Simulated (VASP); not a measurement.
# FeCuSO (P4/nmm) in VASP: single point with PBE+U

Aim: the single point of FeCuSO with PBE+U.

Everything below comes from runs of VASP 6.6.1. Logs are shortened: lines on timing, memory, paths and dates and some standing lists are left out, and cuts for length are marked.

## 1. The cell of the first run

The structure is tetragonal, space group P4/nmm (No. 129). The conventional cell has a = 3.822 Å, b = 3.822 Å, c = 8.645 Å, α = 90.00°, β = 90.00°, γ = 90.00°. Within 2.7 Å of Fe (site symmetry -4m2) lie 4 O at 2.02 Å. Cu (site symmetry -4m2) has 4 S at 2.34 Å and 4 Cu at 2.70 Å within 3.1 Å. Within 3.1 Å of S (site symmetry 4mm) lie 4 Cu at 2.34 Å. O (site symmetry 4mm) has 4 Fe at 2.02 Å within 2.7 Å.

## 2. Single point, PBE+U, collinear spin, ferromagnetic start

The input, INCAR:

```
PREC = Accurate ; ENCUT = 520
EDIFF = 1E-6 ; ISMEAR = -1
SIGMA = 0.05 ; LREAL = F
LASPH = T ; NELM = 150
ALGO = Normal ; ISIF = 2
LWAVE = F ; LCHARG = F
ISPIN = 2 ; MAGMOM = 4 4 0 0 0 0 0 0
LORBIT = 11 ; LMAXMIX = 4
LDAU = T ; LDAUTYPE = 2
LDAUL = 2 -1 -1 -1 ; LDAUU = 4 0 0 0
LDAUJ = 0 0 0 0 ; LDAUPRINT = 1
GGA = PE ; NBANDS = 45
```

The input, KPOINTS:

```
Automatic mesh
0
Gamma
  7 7 4
```

The input, POSCAR:

```
FeCuSO
1.0
    3.8219000000      0.0000000000      0.0000000000
    0.0000000000      3.8219000000      0.0000000000
    0.0000000000      0.0000000000      8.6450000000
Fe Cu S O
2 2 2 2
Direct
    0.5000000000      0.5000000000      0.0000000000
    0.0000000000      0.0000000000      0.0000000000
    0.0000000000      0.0000000000      0.5000000000
    0.5000000000      0.5000000000      0.5000000000
    0.5000000000      0.0000000000      0.3442000000
    0.0000000000      0.5000000000      0.6558000000
    0.5000000000      0.0000000000      0.9256000000
    0.0000000000      0.5000000000      0.0744000000
```

Potentials or basis: VASP PAW PBE potentials, release 64 (Fe, Cu, S, O).

Run with:

```
$ cat potpaw_PBE.64/Fe/POTCAR potpaw_PBE.64/Cu/POTCAR potpaw_PBE.64/S/POTCAR potpaw_PBE.64/O/POTCAR > POTCAR
$ mpirun -np 1 vasp_std > vasp.out
```

OUTCAR:

```text
PREC = Accurate
   ENCUT = 520
   EDIFF = 1E-6
   ISMEAR = -1
   LREAL = F
   LASPH = T
   NELM = 150
   ISIF = 2
   ISPIN = 2
   LORBIT = 11
   GGA = PE

 ion  position               nearest neighbor table
   1  0.500  0.500  0.000-   7 2.02   8 2.02   7 2.02   8 2.02   2 2.70   2 2.70   2 2.70   2 2.70

   2  0.000  0.000  0.000-   7 2.02   8 2.02   8 2.02   7 2.02   1 2.70   1 2.70   1 2.70   1 2.70

   3  0.000  0.000  0.500-   5 2.34   6 2.34   6 2.34   5 2.34   4 2.70   4 2.70   4 2.70   4 2.70

   4  0.500  0.500  0.500-   5 2.34   6 2.34   5 2.34   6 2.34   3 2.70   3 2.70   3 2.70   3 2.70

   5  0.500  0.000  0.344-   3 2.34   4 2.34   4 2.34   3 2.34
   6  0.000  0.500  0.656-   3 2.34   4 2.34   3 2.34   4 2.34
   7  0.500  0.000  0.926-   1 2.02   2 2.02   1 2.02   2 2.02
   8  0.000  0.500  0.074-   1 2.02   2 2.02   2 2.02   1 2.02

  LATTYP: Found a simple tetragonal cell.
 ALAT       =     3.8219000000
 C/A-ratio  =     2.2619639446

  Lattice vectors:

 A1 = (   3.8219000000,   0.0000000000,   0.0000000000)
 A2 = (   0.0000000000,   3.8219000000,   0.0000000000)
 A3 = (   0.0000000000,   0.0000000000,   8.6450000000)

Analysis of symmetry for initial positions (statically):
=====================================================================
 Subroutine PRICEL returns:
 Original cell was already a primitive cell.

 Routine SETGRP: Setting up the symmetry group for a
 simple tetragonal supercell.

 Subroutine GETGRP returns: Found 16 space group operations
 (whereof  8 operations were pure point group operations)
 out of a pool of 16 trial point group operations.

The static configuration has the point symmetry D_2d.
 The point group associated with its full space group is D_4h.

Analysis of symmetry for dynamics (positions and initial velocities):
=====================================================================
 Subroutine PRICEL returns:
 Original cell was already a primitive cell.

 Routine SETGRP: Setting up the symmetry group for a
 simple tetragonal supercell.

 Subroutine GETGRP returns: Found 16 space group operations
 (whereof  8 operations were pure point group operations)
 out of a pool of 16 trial point group operations.

The dynamic configuration has the point symmetry D_2d.
 The point group associated with its full space group is D_4h.

Analysis of structural, dynamic, and magnetic symmetry:
=====================================================================
 Subroutine PRICEL returns:
 Original cell was already a primitive cell.

 Routine SETGRP: Setting up the symmetry group for a
 simple tetragonal supercell.

 Subroutine GETGRP returns: Found 16 space group operations
 (whereof  8 operations were pure point group operations)
 out of a pool of 16 trial point group operations.

The overall configuration has the point symmetry D_2d.
 The point group associated with its full space group is D_4h.

 Subroutine INISYM returns: Found 16 space group operations
 (whereof  8 operations are pure point group operations),
 and found     1 'primitive' translations

[... 172 lines left out ...]
  o =  0.1686  v =  0.0000  0.0000  0.0000  0.0000  0.0000  0.0000  0.0000  0.0000  0.0000 -1.0000      0.0000  0.0000  0.0000  0.0000  0.0000  0.0000  0.0000  0.0000  0.0000  0.0000
  o =  0.6717  v =  0.0000  0.0000  0.0000  0.0000  0.0000  1.0000  0.0000  0.0000  0.0000  0.0000      0.0000  0.0000  0.0000  0.0000  0.0000  0.0000  0.0000  0.0000  0.0000  0.0000
  o =  0.9694  v =  0.0000  0.0000 -1.0000 -0.0000  0.0000  0.0000  0.0000  0.0000  0.0000  0.0000      0.0000  0.0000  0.0000  0.0000  0.0000  0.0000  0.0000  0.0000  0.0000  0.0000
  o =  0.9798  v =  1.0000  0.0000  0.0000  0.0000  0.0000  0.0000  0.0000  0.0000  0.0000  0.0000      0.0000  0.0000  0.0000  0.0000  0.0000  0.0000  0.0000  0.0000  0.0000  0.0000
  o =  0.9801  v =  0.0000  0.0891  0.0000 -0.9960 -0.0000  0.0000  0.0000  0.0000  0.0000  0.0000      0.0000  0.0000  0.0000  0.0000  0.0000  0.0000  0.0000  0.0000  0.0000  0.0000
  o =  0.9801  v =  0.0000  0.9960  0.0000  0.0891 -0.0000  0.0000  0.0000  0.0000  0.0000  0.0000      0.0000  0.0000  0.0000  0.0000  0.0000  0.0000  0.0000  0.0000  0.0000  0.0000
  o =  1.0299  v =  0.0000 -0.0000 -0.0000 -0.0000 -1.0000  0.0000  0.0000  0.0000  0.0000  0.0000      0.0000  0.0000  0.0000  0.0000  0.0000  0.0000  0.0000  0.0000  0.0000  0.0000

atom =   2  type =  1  l = 2

 onsite density matrix

spin component  1

  0.9798 -0.0000  0.0000 -0.0000  0.0000
 -0.0000  0.9801  0.0000  0.0000  0.0000
  0.0000  0.0000  0.9694 -0.0000 -0.0000
 -0.0000  0.0000 -0.0000  0.9801  0.0000
  0.0000  0.0000 -0.0000  0.0000  1.0299

spin component  2

  0.6717  0.0000 -0.0000 -0.0000 -0.0000
  0.0000  0.0933  0.0000 -0.0000 -0.0000
 -0.0000  0.0000  0.0791  0.0000 -0.0000
 -0.0000 -0.0000  0.0000  0.0933 -0.0000
 -0.0000 -0.0000 -0.0000 -0.0000  0.1686

 occupancies and eigenvectors

  o =  0.0791  v =  0.0000  0.0000  0.0000  0.0000  0.0000  0.0000 -0.0000  1.0000 -0.0000  0.0000      0.0000  0.0000  0.0000  0.0000  0.0000  0.0000  0.0000  0.0000  0.0000  0.0000
  o =  0.0933  v =  0.0000  0.0000  0.0000  0.0000  0.0000  0.0000 -1.0000 -0.0000 -0.0001 -0.0000      0.0000  0.0000  0.0000  0.0000  0.0000  0.0000  0.0000  0.0000  0.0000  0.0000
  o =  0.0933  v =  0.0000  0.0000  0.0000  0.0000  0.0000  0.0000 -0.0001  0.0000  1.0000 -0.0000      0.0000  0.0000  0.0000  0.0000  0.0000  0.0000  0.0000  0.0000  0.0000  0.0000
  o =  0.1686  v =  0.0000  0.0000  0.0000  0.0000  0.0000  0.0000  0.0000  0.0000 -0.0000 -1.0000      0.0000  0.0000  0.0000  0.0000  0.0000  0.0000  0.0000  0.0000  0.0000  0.0000
  o =  0.6717  v =  0.0000  0.0000  0.0000  0.0000  0.0000  1.0000  0.0000  0.0000  0.0000  0.0000      0.0000  0.0000  0.0000  0.0000  0.0000  0.0000  0.0000  0.0000  0.0000  0.0000
  o =  0.9694  v =  0.0000  0.0000 -1.0000 -0.0000 -0.0000  0.0000  0.0000  0.0000  0.0000  0.0000      0.0000  0.0000  0.0000  0.0000  0.0000  0.0000  0.0000  0.0000  0.0000  0.0000
  o =  0.9798  v =  1.0000  0.0000  0.0000  0.0000  0.0000  0.0000  0.0000  0.0000  0.0000  0.0000      0.0000  0.0000  0.0000  0.0000  0.0000  0.0000  0.0000  0.0000  0.0000  0.0000
  o =  0.9801  v =  0.0000 -0.2746 -0.0000  0.9616  0.0000  0.0000  0.0000  0.0000  0.0000  0.0000      0.0000  0.0000  0.0000  0.0000  0.0000  0.0000  0.0000  0.0000  0.0000  0.0000
  o =  0.9801  v =  0.0000 -0.9616 -0.0000 -0.2746  0.0000  0.0000  0.0000  0.0000  0.0000  0.0000      0.0000  0.0000  0.0000  0.0000  0.0000  0.0000  0.0000  0.0000  0.0000  0.0000
  o =  1.0299  v =  0.0000  0.0000 -0.0000  0.0000  1.0000  0.0000  0.0000  0.0000  0.0000  0.0000      0.0000  0.0000  0.0000  0.0000  0.0000  0.0000  0.0000  0.0000  0.0000  0.0000

 number of electron      61.9999910 magnetization       8.4993301

 Free energy of the ion-electron system (eV)
  ---------------------------------------------------
  ext. energy  EPLUGINS =         0.00000000
  ---------------------------------------------------
  free energy    TOTEN  =       -41.76667228 eV

  energy without entropy =      -41.72436812  energy(sigma->0) =      -41.74552020

 E-fermi :   3.6705     XC(G=0): -10.0735

 val. band max:        3.6385667928   @ k =   0.1429   0.1429   0.0000
 cond. band min:       3.6750667734   @ k =   0.1429   0.1429   0.0000
 fundamental gap:      0.0364999806
 Fermi energy:         3.6705234211

 spin component 1

 k-point     1 :       0.0000    0.0000    0.0000
  band No.  band energies     occupation
      1     -15.6327      1.00000
      2     -15.1084      1.00000
      3      -9.6755      1.00000
      4      -8.7662      1.00000
      5      -3.7476      1.00000
      6      -3.7476      1.00000
[... 2201 lines left out ...]
     42      11.1038      0.00000
     43      11.3771      0.00000

 [... further k-points ...]

 [bands above 43 left out]

------------------------ aborting loop because EDIFF is reached ----------------------------------------

  FORCE on cell =-STRESS in cart. coord.  units (eV):
  Direction    XX          YY          ZZ          XY          YZ          ZX
  --------------------------------------------------------------------------------------
  -------------------------------------------------------------------------------------
  Total        0.7972063      0.7972063     -1.5130824      0.0000000      0.0000000      0.0000000
  in kB       10.1148091     10.1148091    -19.1977149      0.0000000      0.0000000      0.0000000
  external PRESSURE =       0.3439678 kB  Pullay stress =       0.0000000 kB

 VOLUME and BASIS-vectors are now :
 -----------------------------------------------------------------------------
  energy-cutoff  :      520.00
  volume of cell :      126.28
      direct lattice vectors                 reciprocal lattice vectors
     3.821900000  0.000000000  0.000000000     0.261649965  0.000000000  0.000000000
     0.000000000  3.821900000  0.000000000     0.000000000  0.261649965  0.000000000
     0.000000000  0.000000000  8.645000000     0.000000000  0.000000000  0.115673800

 POSITION                                       TOTAL-FORCE (eV/Angst)
 -----------------------------------------------------------------------------------
      1.91095      1.91095      0.00000        -0.000000      0.000000      0.000000
      0.00000      0.00000      0.00000        -0.000000     -0.000000      0.000000
      0.00000      0.00000      4.32250        -0.000000     -0.000000      0.000000
      1.91095      1.91095      4.32250         0.000000     -0.000000      0.000000
      1.91095      0.00000      2.97561        -0.000000     -0.000000      0.000861
      0.00000      1.91095      5.66939        -0.000000     -0.000000     -0.000861
      1.91095      0.00000      8.00181        -0.000000     -0.000000     -0.002891
      0.00000      1.91095      0.64319         0.000000     -0.000000      0.002891
 -----------------------------------------------------------------------------------
    total drift:                                0.000000      0.000000      0.000000

  FREE ENERGIE OF THE ION-ELECTRON SYSTEM (eV)
  ---------------------------------------------------
  free  energy   TOTEN  =       -41.7666722773 eV

  energy  without entropy=      -41.7243681229  energy(sigma->0) =      -41.74552020

 total charge

# of ion       s       p       d       tot
------------------------------------------
    1        0.342   0.428   6.021   6.791
    2        0.342   0.428   6.021   6.791
    3        0.381   0.395   9.173   9.950
    4        0.381   0.395   9.173   9.950
    5        1.339   2.316   0.000   3.655
    6        1.339   2.316   0.000   3.655
    7        1.558   3.453   0.000   5.011
    8        1.558   3.453   0.000   5.011
--------------------------------------------------
tot          7.241  13.184  30.388  50.813

 magnetization (x)

# of ion       s       p       d       tot
------------------------------------------
    1        0.038   0.032   3.829   3.899
    2        0.038   0.032   3.829   3.899
    3        0.001   0.003   0.007   0.011
    4        0.001   0.003   0.007   0.011
    5        0.002   0.022   0.000   0.024
    6        0.002   0.022   0.000   0.024
    7        0.016   0.209   0.000   0.225
    8        0.016   0.209   0.000   0.225
--------------------------------------------------
tot          0.113   0.531   7.672   8.315
```

Run time: 3.7 min. Hardware: 1 thread of Intel Xeon 6975P-C (Granite Rapids), shared host; peak memory 0.43 GiB.

What came out:

```yaml
Free_energy: -41.7667 eV
Pressure: 0.0 GPa
Net_moment: 8.50 μB per cell
Site_moments: Fe +3.90; Cu +0.01; S +0.02; O +0.23 μB
Valence_electrons_inside_the_program's_atomic_spheres: Fe 6.79; Cu 9.95; S 3.65; O 5.01
```

Forces in eV/Å, atoms in the order of the input:
```
Fe   0.000  0.000  0.000
Fe   0.000  0.000  0.000
Cu   0.000  0.000  0.000
Cu   0.000  0.000  0.000
S    0.000  0.000  0.001
S    0.000  0.000 -0.001
O    0.000  0.000 -0.003
O    0.000  0.000  0.003
```

Levels at points of the mesh, in eV from the Fermi level:
Spin up:
| k point | band 31 | band 32 | band 33 | band 34 | band 35 | band 36 | band 37 | band 38 | band 39 | band 40 |
| --- | --- | --- | --- | --- | --- | --- | --- | --- | --- | --- |
| (0.00, 0.00, 0.00) | -1.37 | -1.30 | -1.30 | 0.08 | 0.62 | 0.62 | 1.54 | 4.35 | 4.47 | 4.78 |
| (0.00, 0.00, 0.50) | -1.37 | -1.31 | -1.31 | -0.38 | 0.63 | 0.63 | 2.73 | 3.35 | 4.47 | 4.54 |
Spin down:
| k point | band 22 | band 23 | band 24 | band 25 | band 26 | band 27 | band 28 | band 29 | band 30 | band 31 |
| --- | --- | --- | --- | --- | --- | --- | --- | --- | --- | --- |
| (0.00, 0.00, 0.00) | -1.37 | -1.30 | -1.30 | 0.12 | 0.35 | 0.62 | 0.62 | 1.29 | 1.50 | 1.98 |
| (0.00, 0.00, 0.50) | -1.37 | -1.30 | -1.30 | -0.52 | 0.35 | 0.62 | 0.62 | 1.50 | 1.98 | 2.01 |

Eigenvalues of the final occupation matrices:
| site | spin | trace | eigenvalues |
| --- | --- | --- | --- |
| site 1 d | 1 | 4.94 | 0.97 0.98 0.98 0.98 1.03 |
| site 1 d | 2 | 1.11 | 0.08 0.09 0.09 0.17 0.67 |
| site 2 d | 1 | 4.94 | 0.97 0.98 0.98 0.98 1.03 |
| site 2 d | 2 | 1.11 | 0.08 0.09 0.09 0.17 0.67 |

Caveat: only a ferromagnetic start was run, and an antiferromagnetic order may lie lower in energy.
